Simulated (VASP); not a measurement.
# TaN (P6_3/mmc) in VASP: further runs, part 2 of 2

VASP 6.6.1. Earlier steps stand in the parts before.

**3. Electric field gradients, PBE (volume scaled by 1.06)**

File INCAR:

```
PREC     = Accurate       # precision mode
ENCUT    = 520            # plane-wave cutoff, eV
EDIFF    = 1E-8           # SCF threshold, eV
ISMEAR   = -1             # smearing method
SIGMA    = 0.01           # smearing width, eV
LREAL    = False          # projectors in reciprocal space
LASPH    = True           # aspherical terms in the spheres
NELM     = 80             # most SCF steps
ALGO     = Normal         # electronic algorithm
ISIF     = 2              # what is computed and relaxed
LWAVE    = False          # write WAVECAR
LCHARG   = False          # write CHGCAR
GGA      = PE             # functional
LEFG     = True         
NBANDS   = 24             # bands
```

File KPOINTS:

```
regular mesh
0
Gamma
  9 9 5
```

File POSCAR:

```
TaN
1.0
    3.1077819002      0.0000000000      0.0000000000
   -1.5538909501      2.6914180749      0.0000000000
    0.0000000000      0.0000000000      5.0144558607
Ta N
2 2
Direct
    0.0000000000      0.0000000000      0.0000000000
    0.0000000000      0.0000000000      0.5000000000
    0.3333333333      0.6666666667      0.2500000000
    0.6666666667      0.3333333333      0.7500000000
```

Potentials or basis: VASP PAW PBE potentials, release 64 (Ta_pv, N).

The run is started by

```sh
$ cat potpaw_PBE.64/Ta_pv/POTCAR potpaw_PBE.64/N/POTCAR > POTCAR
$ mpirun -np 1 vasp_std > vasp.out
```

OUTCAR:

```text
PREC = Accurate
   ENCUT = 520
   EDIFF = 1E-8
   ISMEAR = -1
   LREAL = False
   LASPH = True
   NELM = 80
   ISIF = 2
   GGA = PE

 ion  position               nearest neighbor table
   1  0.000  0.000  0.000-   3 2.19   4 2.19   3 2.19   4 2.19   4 2.19   3 2.19   2 2.51   2 2.51

   2  0.000  0.000  0.500-   3 2.19   4 2.19   3 2.19   4 2.19   4 2.19   3 2.19   1 2.51   1 2.51

   3  0.333  0.667  0.250-   1 2.19   2 2.19   1 2.19   2 2.19   1 2.19   2 2.19
   4  0.667  0.333  0.750-   1 2.19   2 2.19   1 2.19   2 2.19   1 2.19   2 2.19

  LATTYP: Found a hexagonal cell.
 ALAT       =     3.1077819002
 C/A-ratio  =     1.6135160129

  Lattice vectors:

 A1 = (   3.1077819002,   0.0000000000,   0.0000000000)
 A2 = (  -1.5538909501,   2.6914180749,   0.0000000000)
 A3 = (   0.0000000000,   0.0000000000,   5.0144558607)

Analysis of symmetry for initial positions (statically):
=====================================================================
 Subroutine PRICEL returns:
 Original cell was already a primitive cell.

[... 854 lines left out ...]
      0.00000      0.00000      2.50723        -0.000000      0.000000     -0.000000
     -0.00000      1.79428      1.25361        -0.000000      0.000000     -0.000000
      1.55389      0.89714      3.76084         0.000000     -0.000000      0.000000
 -----------------------------------------------------------------------------------
    total drift:                               -0.000000      0.000000      0.000000

  FREE ENERGIE OF THE ION-ELECTRON SYSTEM (eV)
  ---------------------------------------------------
  free  energy   TOTEN  =       -41.9766034793 eV

  energy  without entropy=      -41.9749898218  energy(sigma->0) =      -41.97579665

 Electric field gradients (V/A^2)
---------------------------------------------------------------------
 ion       V_xx      V_yy      V_zz      V_xy      V_xz      V_yz
---------------------------------------------------------------------
   1      90.304    90.303  -180.607    -0.000     0.000    -0.000
   2      90.304    90.303  -180.607    -0.000    -0.000     0.000
   3      -2.700    -2.700     5.401    -0.000     0.000     0.000
   4      -2.700    -2.700     5.401    -0.000     0.000     0.000
---------------------------------------------------------------------

 Electric field gradients after diagonalization (V/A^2)
 (convention: |V_zz| > |V_xx| > |V_yy|)
----------------------------------------------------------------------
 ion       V_xx      V_yy      V_zz     asymmetry (V_yy - V_xx)/ V_zz
----------------------------------------------------------------------
   1      90.304    90.303  -180.607       0.000
   2      90.304    90.303  -180.607       0.000
   3      -2.701    -2.700     5.401       0.000
   4      -2.701    -2.700     5.401       0.000
----------------------------------------------------------------------

           NMR quadrupolar parameters

 Cq : quadrupolar parameter    Cq=e*Q*V_zz/h
 eta: asymmetry parameters     (V_yy - V_xx)/ V_zz
 Q  : nuclear electric quadrupole moment in mb (millibarn)
----------------------------------------------------------------------
 ion       Cq(MHz)       eta       Q (mb)
----------------------------------------------------------------------
   1      -0.437       0.000       1.000
   2      -0.437       0.000       1.000
   3       0.013       0.000       1.000
   4       0.013       0.000       1.000
----------------------------------------------------------------------
```

It took 57 s on 1 thread of Intel Xeon 8259CL, shared host; peak memory 0.18 GiB.

What came out:

- Free energy: -41.9766 eV
- Pressure: 32.6 GPa
- Band gap on the k mesh: zero (band 16 reaches 9.88 eV, above the bottom of band 17 at 7.55 eV)

Stress tensor (GPa, compression positive):
```
 8.93  0.00  0.00
 0.00  8.93  0.00
 0.00  0.00 80.05
```

Electric field gradients, principal values (V/Å²):
```tsv
atom	least	middle	greatest (by size)
1 Ta	90.303	90.304	-180.607
2 Ta	90.303	90.304	-180.607
3 N	-2.700	-2.701	5.401
4 N	-2.700	-2.701	5.401
```

Caveat: without QUAD_EFG the Cq values of the log hold for a quadrupole moment of 1 mb, not for the nuclei; spin-orbit coupling is left out, which moves the levels of the heavy elements.

**4. Electric field gradients, PBE (volume scaled by 1.06)**

File INCAR:

```
SYSTEM = TaN
  PREC = Accurate
  ENCUT = 520
  EDIFF = 1E-8
  ISMEAR = -1
  SIGMA = 0.01
  LREAL = .FALSE.
  LASPH = .TRUE.
  NELM = 100
  ALGO = Normal
  ISIF = 2
  LWAVE = .FALSE.
  LCHARG = .FALSE.
  GGA = PE
  LEFG = .TRUE.
  NBANDS = 24
```

File KPOINTS:

```
regular mesh
0
G
  9 9 5
  0 0 0
```

POSCAR is that of step 3.

Potentials or basis: VASP PAW PBE potentials, release 64 (Ta_pv, N).

The run is started by

```sh
$ cat potpaw_PBE.64/Ta_pv/POTCAR potpaw_PBE.64/N/POTCAR > POTCAR
$ mpirun -np 1 vasp_std > vasp.out
```

OUTCAR:

```text
SYSTEM = TaN
   PREC = Accurate
   ENCUT = 520
   EDIFF = 1E-8
   ISMEAR = -1
   LREAL = .FALSE.
   LASPH = .TRUE.
   NELM = 100
   ISIF = 2
   GGA = PE

 ion  position               nearest neighbor table
   1  0.000  0.000  0.000-   3 2.19   4 2.19   3 2.19   4 2.19   4 2.19   3 2.19   2 2.51   2 2.51

   2  0.000  0.000  0.500-   3 2.19   4 2.19   3 2.19   4 2.19   4 2.19   3 2.19   1 2.51   1 2.51

   3  0.333  0.667  0.250-   1 2.19   2 2.19   1 2.19   2 2.19   1 2.19   2 2.19
   4  0.667  0.333  0.750-   1 2.19   2 2.19   1 2.19   2 2.19   1 2.19   2 2.19

  LATTYP: Found a hexagonal cell.
 ALAT       =     3.1077819002
 C/A-ratio  =     1.6135160129

  Lattice vectors:

 A1 = (   3.1077819002,   0.0000000000,   0.0000000000)
 A2 = (  -1.5538909501,   2.6914180749,   0.0000000000)
 A3 = (   0.0000000000,   0.0000000000,   5.0144558607)

Analysis of symmetry for initial positions (statically):
[... 857 lines left out ...]
      0.00000      0.00000      0.00000        -0.000000      0.000000     -0.000000
      0.00000      0.00000      2.50723        -0.000000      0.000000     -0.000000
     -0.00000      1.79428      1.25361        -0.000000      0.000000     -0.000000
      1.55389      0.89714      3.76084         0.000000     -0.000000      0.000000
 -----------------------------------------------------------------------------------
    total drift:                               -0.000000      0.000000      0.000000

  FREE ENERGIE OF THE ION-ELECTRON SYSTEM (eV)
  ---------------------------------------------------
  free  energy   TOTEN  =       -41.9766034793 eV

  energy  without entropy=      -41.9749898218  energy(sigma->0) =      -41.97579665

 Electric field gradients (V/A^2)
---------------------------------------------------------------------
 ion       V_xx      V_yy      V_zz      V_xy      V_xz      V_yz
---------------------------------------------------------------------
   1      90.304    90.303  -180.607    -0.000     0.000    -0.000
   2      90.304    90.303  -180.607    -0.000    -0.000     0.000
   3      -2.700    -2.700     5.401    -0.000     0.000     0.000
   4      -2.700    -2.700     5.401    -0.000     0.000     0.000
---------------------------------------------------------------------

 Electric field gradients after diagonalization (V/A^2)
 (convention: |V_zz| > |V_xx| > |V_yy|)
----------------------------------------------------------------------
 ion       V_xx      V_yy      V_zz     asymmetry (V_yy - V_xx)/ V_zz
----------------------------------------------------------------------
   1      90.304    90.303  -180.607       0.000
   2      90.304    90.303  -180.607       0.000
   3      -2.701    -2.700     5.401       0.000
   4      -2.701    -2.700     5.401       0.000
----------------------------------------------------------------------

           NMR quadrupolar parameters

 Cq : quadrupolar parameter    Cq=e*Q*V_zz/h
 eta: asymmetry parameters     (V_yy - V_xx)/ V_zz
 Q  : nuclear electric quadrupole moment in mb (millibarn)
----------------------------------------------------------------------
 ion       Cq(MHz)       eta       Q (mb)
----------------------------------------------------------------------
   1      -0.437       0.000       1.000
   2      -0.437       0.000       1.000
   3       0.013       0.000       1.000
   4       0.013       0.000       1.000
----------------------------------------------------------------------
```

OSZICAR:

```text
N       E                     dE             d eps       ncg     rms          rms(c)
DAV:   1     0.271695586721E+03    0.27170E+03   -0.17230E+04  1728   0.140E+03
DAV:   2    -0.337117347059E+02   -0.30541E+03   -0.29099E+03  2088   0.411E+02
DAV:   3    -0.471115425094E+02   -0.13400E+02   -0.13166E+02  2160   0.834E+01
DAV:   4    -0.472753438088E+02   -0.16380E+00   -0.16319E+00  1968   0.951E+00
DAV:   5    -0.472778623136E+02   -0.25185E-02   -0.25171E-02  2216   0.925E-01    0.361E+01
DAV:   6    -0.421865749718E+02    0.50913E+01   -0.20377E+01  2088   0.305E+01    0.161E+01
DAV:   7    -0.420300171098E+02    0.15656E+00   -0.13089E+00  1920   0.786E+00    0.101E+01
DAV:   8    -0.419840649852E+02    0.45952E-01   -0.17630E-01  2088   0.315E+00    0.141E+00
DAV:   9    -0.419767524283E+02    0.73126E-02   -0.20971E-02  2032   0.907E-01    0.392E-01
DAV:  10    -0.419766473345E+02    0.10509E-03   -0.15910E-03  2112   0.343E-01    0.657E-02
DAV:  11    -0.419766041111E+02    0.43223E-04   -0.10413E-04  2096   0.827E-02    0.107E-02
DAV:  12    -0.419766042241E+02   -0.11301E-06   -0.30867E-06  2080   0.129E-02    0.357E-03
DAV:  13    -0.419766035110E+02    0.71309E-06   -0.18176E-07  2152   0.274E-03    0.279E-03
DAV:  14    -0.419766034786E+02    0.32368E-07   -0.48646E-08  2024   0.147E-03    0.172E-04
DAV:  15    -0.419766034793E+02   -0.64301E-09   -0.16804E-09  1240   0.313E-04
   1 F= -.41976603E+02 E0= -.41975797E+02  d E =-.161366E-02
```

Wall time 57 s (1 thread of Intel Xeon 8259CL, shared host); peak memory 0.18 GiB.

Results:

```yaml
Free_energy: -41.9766 eV
Pressure: 32.6 GPa
Band_gap_on_the_k_mesh: zero (band 16 reaches 9.88 eV, above the bottom of band 17 at 7.55 eV)
```

Stress tensor (GPa, compression positive):
```
 8.93  0.00  0.00
 0.00  8.93  0.00
 0.00  0.00 80.05
```

Electric field gradients, principal values (V/Å²):
```
atom   least  middle  greatest (by size)
1 Ta  90.303  90.304            -180.607
2 Ta  90.303  90.304            -180.607
 3 N  -2.700  -2.701               5.401
 4 N  -2.700  -2.701               5.401
```

Caveat: without QUAD_EFG the Cq values of the log hold for a quadrupole moment of 1 mb, not for the nuclei; spin-orbit coupling is left out, which moves the levels of the heavy elements.
